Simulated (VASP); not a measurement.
# LiCl (I4/mmm) in VASP: notebook, part 2 of 2

VASP 6.6.1.

## 4. Single point, PBE (strain +0.0525 x Voigt [0, 0, 1, 0, 0, 0])

Input file INCAR:

```
PREC = Accurate
ENCUT = 520
EDIFF = 1E-7
ISMEAR = 0
SIGMA = 0.05
LREAL = F
LASPH = T
NELM = 100
ALGO = Normal
ISIF = 2
LWAVE = F
LCHARG = F
GGA = PE
NBANDS = 12
```

Input file KPOINTS:

```
regular mesh
0
Gamma
  8 8 8
```

Input file POSCAR:

```
LiCl
1.0
    0.0000000000      2.5647600000      2.6994099000
    2.5647600000      0.0000000000      2.6994099000
    2.5647600000      2.5647600000      0.0000000000
Li Cl
1 1
Direct
    0.0000000000      0.0000000000      0.0000000000
    0.5000000000      0.5000000000      0.5000000000
```

Potentials or basis: VASP PAW PBE potentials, release 64 (Li_sv, Cl).

Launch:

```bash
> cat potpaw_PBE.64/Li_sv/POTCAR potpaw_PBE.64/Cl/POTCAR > POTCAR
> mpirun -np 1 vasp_std > vasp.out
```

OUTCAR:

```text
PREC = Accurate
   ENCUT = 520
   EDIFF = 1E-7
   ISMEAR = 0
   LREAL = F
   LASPH = T
   NELM = 100
   ISIF = 2
   GGA = PE

 ion  position               nearest neighbor table
   1  0.000  0.000  0.000-   2 2.56   2 2.56   2 2.56   2 2.56
   2  0.500  0.500  0.500-   1 2.56   1 2.56   1 2.56   1 2.56

  LATTYP: Found a body centered tetragonal cell.
 ALAT       =     3.6271183762
 C/A-ratio  =     1.4884597744

  Lattice vectors:

 A1 = (  -2.5647600000,   0.0000000000,   2.6994099000)
 A2 = (   2.5647600000,   0.0000000000,   2.6994099000)
 A3 = (   0.0000000000,   2.5647600000,  -2.6994099000)

Analysis of symmetry for initial positions (statically):
=====================================================================
 Subroutine PRICEL returns:
 Original cell was already a primitive cell.

 Routine SETGRP: Setting up the symmetry group for a
 body centered tetragonal supercell.

 Subroutine GETGRP returns: Found 16 space group operations
 (whereof 16 operations were pure point group operations)
 out of a pool of 16 trial point group operations.

The static configuration has the point symmetry D_4h.

Analysis of symmetry for dynamics (positions and initial velocities):
=====================================================================
 Subroutine PRICEL returns:
 Original cell was already a primitive cell.

 Routine SETGRP: Setting up the symmetry group for a
 body centered tetragonal supercell.

 Subroutine GETGRP returns: Found 16 space group operations
 (whereof 16 operations were pure point group operations)
 out of a pool of 16 trial point group operations.

The dynamic configuration has the point symmetry D_4h.

 Subroutine INISYM returns: Found 16 space group operations
 (whereof 16 operations are pure point group operations),
 and found     1 'primitive' translations

----------------------------------------------------------------------------------------

                                     Primitive cell

  volume of cell :      35.5134

  direct lattice vectors                    reciprocal lattice vectors
     0.000000000  2.564760000  2.699409900    -0.194950015  0.194950015  0.185225667
     2.564760000  0.000000000  2.699409900     0.194950015 -0.194950015  0.185225667
     2.564760000  2.564760000  0.000000000     0.194950015  0.194950015 -0.185225667

  length of vectors
     3.723547726  3.723547726  3.627118376     0.332143891  0.332143891  0.332143891

  position of ions in fractional coordinates (direct lattice)
     0.000000000  0.000000000  0.000000000
     0.500000000  0.500000000  0.500000000

  ion indices of the primitive-cell ions
   primitive index   ion index
                 1           1
                 2           2

----------------------------------------------------------------------------------------

 KPOINTS: regular mesh

Automatic generation of k-mesh.
 Grid dimensions read from file:
 generate k-points for:    8    8    8

 Generating k-lattice:

  Cartesian coordinates                     Fractional coordinates (reciprocal lattice)
    -0.024368752  0.024368752  0.023153208     0.125000000 -0.000000000  0.000000000
     0.024368752 -0.024368752  0.023153208    -0.000000000  0.125000000  0.000000000
[... 39 lines left out ...]
 [... further k-points ...]
   k-points           NKPTS =     59   k-points in BZ     NKDIM =     59   number of bands    NBANDS=     12
   number of dos      NEDOS =    301   number of ions     NIONS =      2
   total plane-waves  NPLWV =  21952
   dimension x,y,z NGX =    28 NGY =   28 NGZ =   28
   dimension x,y,z NGXF=    56 NGYF=   56 NGZF=   56
   ions per type =               1   1
   NGX,Y,Z   is equivalent  to a cutoff of  12.50, 12.50, 12.83 a.u.
   NGXF,Y,Z  is equivalent  to a cutoff of  25.00, 25.00, 25.67 a.u.
 SYSTEM =  unknown system
   PREC   = accura    normal or accurate (medium, high low for compatibility)
   ISTART =      0    job   : 0-new  1-cont  2-samecut
   ICHARG =      2    charge: 1-file 2-atom 10-const
   ISPIN  =      1    spin polarized calculation?
   LNONCOLLINEAR =      F non collinear calculations
   LSORBIT =      F    spin-orbit coupling
   LASPH  =      T    aspherical Exc in radial PAW
   ENCUT  =  520.0 eV  38.22 Ry    6.18 a.u.   6.92  6.92  6.74*2*pi/ulx,y,z
   NELM   =    100;   NELMIN=  2; NELMDL= -5     # of ELM steps
   EDIFF  = 0.1E-06   stopping-criterion for ELM
   LREAL  =      F    real-space projection
   EDIFFG = 0.1E-05   stopping-criterion for IOM
   NSW    =      0    number of steps for IOM
   IBRION =     -1    ionic relax: 0-MD 1-quasi-New 2-CG
   NFREE  =      0    steps in history (QN), initial steepest desc. (CG)
   ISIF   =      2    stress and relaxation
   ISYM   =      2    0-nonsym 1-usesym 2-fastsym
   POTIM  = 0.5000    time-step for ionic-motion
   TEBEG  =    0.0;   TEEND  =   0.0 temperature during run
   PSTRESS=    0.0 pullay stress
   NELECT =      10.0000    total number of electrons
   NUPDOWN=      -1.0000    fix difference up-down
   EMIN   =  10.00;   EMAX   =-10.00  energy-range for DOS
   EFERMI =   0.00;   METHOD = LEGACY
   ISMEAR =     0;   SIGMA  =   0.05  broadening in eV -4-tet -1-fermi 0-gaus
   EFERMI_NEDOS =   21; number of points for ismear=-14 and -15
   IALGO  =     38    algorithm
   IMIX   =      4    mixing-type and parameters
     AMIX     =   0.40;   BMIX     =  1.00
     AMIX_MAG =   1.60;   BMIX_MAG =  1.00
  volume/ion in A,a.u.               =      17.76       119.83
  Fermi-wavevector in a.u.,A,eV,Ry     =   1.073027  2.027727 15.665576  1.151387
  Thomas-Fermi vector in A             =   2.208815
   LORBIT       =      0    0 simple, 1 ext, 2 COOP (PROOUT), +10 PAW based schemes
   GGA     = PE    functional components
   LHFCALC =     F    Hartree Fock is set to
   AEXX    =    0.0000 exact exchange contribution
   IVDW    =     0    specifies the selected vdW correction
   LEPSILON=     F    determine dielectric tensor
   LRPA    =     F    only Hartree local field effects (RPA)
 non-spin polarized calculation
 Gauss-broadening in eV      SIGMA  =   0.05
  energy-cutoff  :      520.00
  volume of cell :       35.51
 maximum number of plane-waves:       974
   NGX = 13   NGY = 13   NGZ = 13

 number of electron      10.0000007 magnetization

 Free energy of the ion-electron system (eV)
  ---------------------------------------------------
  ext. energy  EPLUGINS =         0.00000000
  ---------------------------------------------------
  free energy    TOTEN  =        -7.37709068 eV

  energy without entropy =       -7.37709068  energy(sigma->0) =       -7.37709068

 E-fermi :   0.5961     XC(G=0):  -8.5080

 val. band max:        0.2759222665   @ k =   0.0000   0.0000   0.0000
 cond. band min:       6.2645048828   @ k =   0.0000   0.0000   0.0000
 fundamental gap:      5.9885826163
 Fermi energy:         0.5961186003

 k-point     1 :       0.0000    0.0000    0.0000
  band No.  band energies     occupation
      1     -43.4038      2.00000
      2     -13.0217      2.00000
      3       0.1623      2.00000
      4       0.1623      2.00000
      5       0.2759      2.00000
      6       6.2645      0.00000
      7      11.8248      0.00000
      8      12.2585      0.00000
      9      12.2585      0.00000
     10      13.8354      0.00000
     11      14.3024      0.00000
     12      14.7645      0.00000
[... 331 lines left out ...]
 k-point    24 :       0.3750    0.0000    0.1250
  band No.  band energies     occupation
      1     -43.4020      2.00000
      2     -12.6027      2.00000
      3      -1.8524      2.00000
      4      -0.2144      2.00000
      5      -0.1829      2.00000
      6       7.7253      0.00000
      7       9.8058      0.00000
      8      10.6155      0.00000
      9      11.0622      0.00000
     10      14.0636      0.00000
     11      16.3953      0.00000
     12      17.0610      0.00000

 [... further k-points ...]

------------------------ aborting loop because EDIFF is reached ----------------------------------------

  FORCE on cell =-STRESS in cart. coord.  units (eV):
  Direction    XX          YY          ZZ          XY          YZ          ZX
  --------------------------------------------------------------------------------------
  -------------------------------------------------------------------------------------
  Total       -0.1666139     -0.1666139     -0.3965432      0.0000000     -0.0000000     -0.0000000
  in kB       -7.5167411     -7.5167411    -17.8899367      0.0000000     -0.0000000     -0.0000000
  external PRESSURE =     -10.9744730 kB  Pullay stress =       0.0000000 kB

 VOLUME and BASIS-vectors are now :
 -----------------------------------------------------------------------------
  energy-cutoff  :      520.00
  volume of cell :       35.51
      direct lattice vectors                 reciprocal lattice vectors
     0.000000000  2.564760000  2.699409900    -0.194950015  0.194950015  0.185225667
     2.564760000  0.000000000  2.699409900     0.194950015 -0.194950015  0.185225667
     2.564760000  2.564760000  0.000000000     0.194950015  0.194950015 -0.185225667

 POSITION                                       TOTAL-FORCE (eV/Angst)
 -----------------------------------------------------------------------------------
      0.00000      0.00000      0.00000        -0.000000      0.000000      0.000000
      2.56476      2.56476      2.69941         0.000000     -0.000000     -0.000000
 -----------------------------------------------------------------------------------
    total drift:                                0.000000      0.000000      0.000000

  FREE ENERGIE OF THE ION-ELECTRON SYSTEM (eV)
  ---------------------------------------------------
  free  energy   TOTEN  =        -7.3770906766 eV

  energy  without entropy=       -7.3770906766  energy(sigma->0) =       -7.37709068
```

stdout:

```text
POSCAR found type information on POSCAR LiCl
 POSCAR found :  2 types and       2 ions
 scaLAPACK will be used
 LDA part: xc-table for (Slater+PW92), standard interpolation
 POSCAR, INCAR and KPOINTS ok, starting setup
 FFT: planning ... GRIDC
 FFT: planning ... GRID_SOFT
 FFT: planning ... GRID
 WAVECAR not read
 entering main loop
```

Run time: 37 s. Hardware: 1 thread of Intel Xeon 8259CL, shared host; peak memory 0.16 GiB.

What came out:

```yaml
Free_energy: -7.3771 eV
Band_gap_on_the_k_mesh: 5.99 eV
```

Caveat: the cell differs from its parent crystal (strain +0.0525 x Voigt [0, 0, 1, 0, 0, 0]); the cutoff is under 1.25 times the usual one of these potentials, so pressure, stress and relaxed cells hold a basis-set (Pulay) error. A k mesh can miss the band edges.

## 5. Summary

| cell | gap on the mesh (eV) |
| --- | --- |
| a = 3.682, b = 3.682, c = 3.627 Å, angles 60.5, 60.5, 59.0°, 2 atoms | 6.13 |
| a = 3.738, b = 3.738, c = 3.627 Å, angles 61.0, 61.0, 58.1°, 2 atoms | 5.95 |
| a = 3.724, b = 3.724, c = 3.627 Å, angles 60.9, 60.9, 58.3°, 2 atoms | 5.99 |

Alike in all rows: task single point; level PBE; potentials or basis VASP PAW PBE potentials, release 64 (Li_sv, Cl); no spin polarisation; k mesh 8 × 8 × 8; cutoff (eV) 520; smearing gaussian 0.05 eV.

Caveats: the cutoff is under 1.25 times the usual one of these potentials, so pressure, stress and relaxed cells hold a basis-set (Pulay) error.

Total energies depend on the potentials used, so only differences within one code and one set of settings carry meaning.
